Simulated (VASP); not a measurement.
# BiTe (I4mm) in VASP: notebook, part 2 of 2

VASP 6.6.1.

**4. Single point, PBEsol (atoms displaced along a vibrational mode)**

Contents of INCAR:

```
SYSTEM = BiTe
ALGO = Normal
EDIFF = 1E-6
ENCUT = 500
GGA = PS
GGA_COMPAT = .FALSE.
ISIF = 2
ISMEAR = 0
LASPH = .TRUE.
LCHARG = .FALSE.
LREAL = .FALSE.
LWAVE = .FALSE.
NBANDS = 18
NELM = 120
PREC = Accurate
SIGMA = 0.15
```

Contents of KPOINTS:

```
k-points
0
G
  16 16 16
  0 0 0
```

Contents of POSCAR:

```
BiTe
1.0
    0.0000000000      3.1971538277      3.1971538277
    3.1971538277      0.0000000000      3.1971538277
    3.1971538277      3.1971538277      0.0000000000
Bi Te
1 1
Direct
   -0.0179041151      0.0179041151     -0.0179041151
    0.5293229557      0.4706770443      0.5293229557
```

Potentials or basis: VASP PAW PBE potentials, release 64 (Bi_d, Te).

Command:

```sh
> cat potpaw_PBE.64/Bi_d/POTCAR potpaw_PBE.64/Te/POTCAR > POTCAR
> mpirun -np 1 vasp_std > vasp.out
```

OUTCAR:

```text
SYSTEM = BiTe
   EDIFF = 1E-6
   ENCUT = 500
   GGA = PS
   ISIF = 2
   ISMEAR = 0
   LASPH = .TRUE.
   LREAL = .FALSE.
   NELM = 120
   PREC = Accurate

 ion  position               nearest neighbor table
   1  0.982  0.018  0.982-   2 2.90   2 3.21   2 3.21   2 3.21   2 3.21   2 3.50
   2  0.529  0.471  0.529-   1 2.90   1 3.21   1 3.21   1 3.21   1 3.21   1 3.50

  LATTYP: Found a face centered cubic cell.
 ALAT       =     6.3943076554

  Lattice vectors:

 A1 = (   0.0000000000,   3.1971538277,   3.1971538277)
 A2 = (   3.1971538277,   0.0000000000,   3.1971538277)
 A3 = (   3.1971538277,   3.1971538277,   0.0000000000)

Analysis of symmetry for initial positions (statically):
=====================================================================
 Subroutine PRICEL returns:
 Original cell was already a primitive cell.

 Routine SETGRP: Setting up the symmetry group for a
 face centered cubic supercell.

 Subroutine GETGRP returns: Found  8 space group operations
 (whereof  8 operations were pure point group operations)
 out of a pool of 48 trial point group operations.

The static configuration has the point symmetry C_4v.
[... 155 lines left out ...]
  ---------------------------------------------------
  ext. energy  EPLUGINS =         0.00000000
  ---------------------------------------------------
  free energy    TOTEN  =        -7.84875641 eV

  energy without entropy =       -7.83297485  energy(sigma->0) =       -7.84086563

 E-fermi :   7.0751     XC(G=0):  -9.7356

 val. band max:        7.0654842695   @ k =  -0.1875   0.1875   0.0000
 cond. band min:       7.0804476999   @ k =   0.0625   0.3750   0.1250
 fundamental gap:      0.0149634304
 Fermi energy:         7.0751365556

 k-point     1 :       0.0000    0.0000    0.0000
  band No.  band energies     occupation
      1     -16.1709      2.00000
      2     -16.1383      2.00000
      3     -16.1383      2.00000
      4     -16.1080      2.00000
      5     -16.1021      2.00000
      6      -6.9647      2.00000
[... 481 lines left out ...]
      5     -16.0966      2.00000
      6      -5.2069      2.00000
[... 10 lines left out ...]
     17      15.3471      0.00000
     18      16.2033      0.00000

 [... further k-points ...]
[... 5 lines left out ...]
  --------------------------------------------------------------------------------------
  -------------------------------------------------------------------------------------
  Total        0.4124776      1.4776846      0.4124776      0.0000000      0.0000000      0.0000000
  in kB       10.1109124     36.2219425     10.1109124      0.0000000      0.0000000      0.0000000
  external PRESSURE =      18.8145891 kB  Pullay stress =       0.0000000 kB

 VOLUME and BASIS-vectors are now :
 -----------------------------------------------------------------------------
  energy-cutoff  :      500.00
  volume of cell :       65.36
      direct lattice vectors                 reciprocal lattice vectors
     0.000000000  3.197153828  3.197153828    -0.156389097  0.156389097  0.156389097
     3.197153828  0.000000000  3.197153828     0.156389097 -0.156389097  0.156389097
     3.197153828  3.197153828  0.000000000     0.156389097  0.156389097 -0.156389097

 POSITION                                       TOTAL-FORCE (eV/Angst)
 -----------------------------------------------------------------------------------
      3.19715      6.27982      3.19715         0.000000      1.028920      0.000000
      3.19715      3.38465      3.19715         0.000000     -1.028920      0.000000
 -----------------------------------------------------------------------------------
    total drift:                                0.000000      0.001027      0.000000

  FREE ENERGIE OF THE ION-ELECTRON SYSTEM (eV)
  ---------------------------------------------------
  free  energy   TOTEN  =        -7.8487564067 eV

  energy  without entropy=       -7.8329748456  energy(sigma->0) =       -7.84086563
```

Run time: 9.3 min. Hardware: 1 thread of AMD EPYC 7R13, shared host; peak memory 0.48 GiB.

Results:

```
Free energy            : -7.8488 eV
Pressure               : 1.9 GPa
Largest force          : 1.029 eV/Å
Band gap on the k mesh : zero (an odd number of electrons rules out a gap without spin polarisation)
```

Forces on the atoms (eV/Å):
```
Bi   0.000  1.029  0.000
Te   0.000 -1.029  0.000
```

Stress tensor (GPa, compression positive):
```
1.01 0.00 0.00
0.00 3.62 0.00
0.00 0.00 1.01
```

Levels at points of the mesh, in eV from the Fermi level:
| k point | band 6 | band 7 | band 8 | band 9 | band 10 | band 11 | band 12 | band 13 | band 14 | band 15 |
| --- | --- | --- | --- | --- | --- | --- | --- | --- | --- | --- |
| (0.00, 0.00, 0.00) | -14.04 | -8.08 | -3.04 | -2.66 | -2.66 | 1.65 | 1.65 | 2.27 | 4.49 | 4.77 |
| (0.50, 0.00, 0.00) | -12.27 | -11.20 | -2.67 | -2.20 | -1.98 | -0.77 | -0.72 | -0.19 | 6.79 | 7.97 |
| (0.50, 0.50, 0.00) | -12.26 | -10.01 | -6.06 | -4.39 | -4.21 | 1.25 | 3.85 | 4.18 | 5.05 | 8.53 |
| (0.50, 0.00, 0.50) | -11.94 | -10.56 | -5.81 | -4.33 | -4.33 | 1.91 | 3.67 | 3.67 | 5.30 | 8.68 |

Caveat: the cell differs from its parent crystal (atoms displaced along a vibrational mode); the PAW data sets were made with another functional, which shifts forces and pressure a little; spin-orbit coupling is left out, which moves the levels of the heavy elements.

**5. Single point, PBEsol (atoms displaced along a vibrational mode)**

Contents of INCAR:

```
ALGO = Normal ; EDIFF = 1E-6
ENCUT = 500 ; GGA = PS
GGA_COMPAT = F ; ISIF = 2
ISMEAR = 0 ; LASPH = T
LCHARG = T ; LELF = T
LREAL = F ; LVHAR = T
LWAVE = F ; NBANDS = 18
NELM = 120 ; PREC = Accurate
SIGMA = 0.15
```

Contents of KPOINTS:

```
k-points
0
Gamma
  16 16 16
```

Contents of POSCAR:

```
BiTe
1.0
    0.0000000000      3.1971538277      3.1971538277
    3.1971538277      0.0000000000      3.1971538277
    3.1971538277      3.1971538277      0.0000000000
Bi Te
1 1
Direct
   -0.0107424691      0.0107424691     -0.0107424691
    0.5175937734      0.4824062266      0.5175937734
```

Potentials or basis: VASP PAW PBE potentials, release 64 (Bi_d, Te).

Command:

```sh
> cat potpaw_PBE.64/Bi_d/POTCAR potpaw_PBE.64/Te/POTCAR > POTCAR
> mpirun -np 1 vasp_std > vasp.out
```

OUTCAR:

```text
EDIFF = 1E-6
   ENCUT = 500
   GGA = PS
   ISIF = 2
   ISMEAR = 0
   LASPH = T
   LREAL = F
   NELM = 120
   PREC = Accurate

 ion  position               nearest neighbor table
   1  0.989  0.011  0.989-   2 3.02   2 3.20   2 3.20   2 3.20   2 3.20   2 3.38
   2  0.518  0.482  0.518-   1 3.02   1 3.20   1 3.20   1 3.20   1 3.20   1 3.38

  LATTYP: Found a face centered cubic cell.
 ALAT       =     6.3943076554

  Lattice vectors:

[... 691 lines left out ...]

------------------------ aborting loop because EDIFF is reached ----------------------------------------

  FORCE on cell =-STRESS in cart. coord.  units (eV):
  Direction    XX          YY          ZZ          XY          YZ          ZX
  --------------------------------------------------------------------------------------
  -------------------------------------------------------------------------------------
  Total        0.1561764      0.5237590      0.1561764      0.0000000      0.0000000      0.0000000
  in kB        3.8282959     12.8387126      3.8282959      0.0000000      0.0000000      0.0000000
  external PRESSURE =       6.8317681 kB  Pullay stress =       0.0000000 kB

 VOLUME and BASIS-vectors are now :
 -----------------------------------------------------------------------------
  energy-cutoff  :      500.00
  volume of cell :       65.36
      direct lattice vectors                 reciprocal lattice vectors
     0.000000000  3.197153828  3.197153828    -0.156389097  0.156389097  0.156389097
     3.197153828  0.000000000  3.197153828     0.156389097 -0.156389097  0.156389097
     3.197153828  3.197153828  0.000000000     0.156389097  0.156389097 -0.156389097

 POSITION                                       TOTAL-FORCE (eV/Angst)
 -----------------------------------------------------------------------------------
      3.19715      6.32562      3.19715         0.000000      0.564628      0.000000
      3.19715      3.30965      3.19715         0.000000     -0.564628      0.000000
 -----------------------------------------------------------------------------------
    total drift:                               -0.000000      0.000022     -0.000000

  FREE ENERGIE OF THE ION-ELECTRON SYSTEM (eV)
  ---------------------------------------------------
  free  energy   TOTEN  =        -7.9438125727 eV

  energy  without entropy=       -7.9283017072  energy(sigma->0) =       -7.93605714
```

OSZICAR:

```text
N       E                     dE             d eps       ncg     rms          rms(c)
DAV:   1     0.156639378633E+03    0.15664E+03   -0.96409E+03 12584   0.110E+03
DAV:   2     0.399736494072E+01   -0.15264E+03   -0.14869E+03 13308   0.304E+02
DAV:   3    -0.763252194221E+01   -0.11630E+02   -0.11499E+02 15526   0.886E+01
DAV:   4    -0.795396238917E+01   -0.32144E+00   -0.32097E+00 15364   0.157E+01
DAV:   5    -0.796760584495E+01   -0.13643E-01   -0.13643E-01 17466   0.307E+00    0.724E+00
DAV:   6    -0.794435999614E+01    0.23246E-01   -0.62828E-02 18100   0.176E+00    0.449E+00
DAV:   7    -0.794442848666E+01   -0.68491E-04   -0.23223E-02 15516   0.929E-01    0.304E-01
DAV:   8    -0.794375800059E+01    0.67049E-03   -0.45253E-03 16262   0.492E-01    0.107E-01
DAV:   9    -0.794381259980E+01   -0.54599E-04   -0.40713E-04 13998   0.119E-01    0.406E-02
DAV:  10    -0.794381418702E+01   -0.15872E-05   -0.13305E-05 18422   0.204E-02    0.280E-02
DAV:  11    -0.794381272052E+01    0.14665E-05   -0.90136E-07 10806   0.524E-03    0.351E-03
DAV:  12    -0.794381257267E+01    0.14786E-06   -0.30726E-07  7342   0.508E-03
   1 F= -.79438126E+01 E0= -.79360571E+01  d E =-.155109E-01
```

It took 10 min on 1 thread of AMD EPYC 7R13, shared host; peak memory 0.48 GiB.

What came out:

```
Free energy            : -7.9438 eV
Pressure               : 0.7 GPa
Largest force          : 0.565 eV/Å
Band gap on the k mesh : zero (an odd number of electrons rules out a gap without spin polarisation)
```

Forces in eV/Å, atoms in the order of the input:
```
Bi   0.000  0.565  0.000
Te   0.000 -0.565  0.000
```

Caveat: the cell differs from its parent crystal (atoms displaced along a vibrational mode); the PAW data sets were made with another functional, which shifts forces and pressure a little; spin-orbit coupling is left out, which moves the levels of the heavy elements.

**6. The runs side by side**

| cell | gap on the mesh (eV) | pressure (GPa) | largest force (eV/Å) |
| --- | --- | --- | --- |
| as given, atomic positions A | none | 1.2 | 0.78 |
| as given, atomic positions B | none | 3.8 | 1.69 |
| as given, atomic positions C | none | 1.9 | 1.03 |
| as given, atomic positions D | none | 0.7 | 0.56 |

Alike in all rows: task single point; level PBEsol; potentials or basis VASP PAW PBE potentials, release 64 (Bi_d, Te); no spin polarisation; k mesh 16 × 16 × 16; cutoff (eV) 500; smearing gaussian 0.15 eV.

Caveats: the PAW data sets were made with another functional, which shifts forces and pressure a little; spin-orbit coupling is left out, which moves the levels of the heavy elements; the cell stands under pressure (at least some runs).

Absolute energies hang on the potentials; compare differences alone.
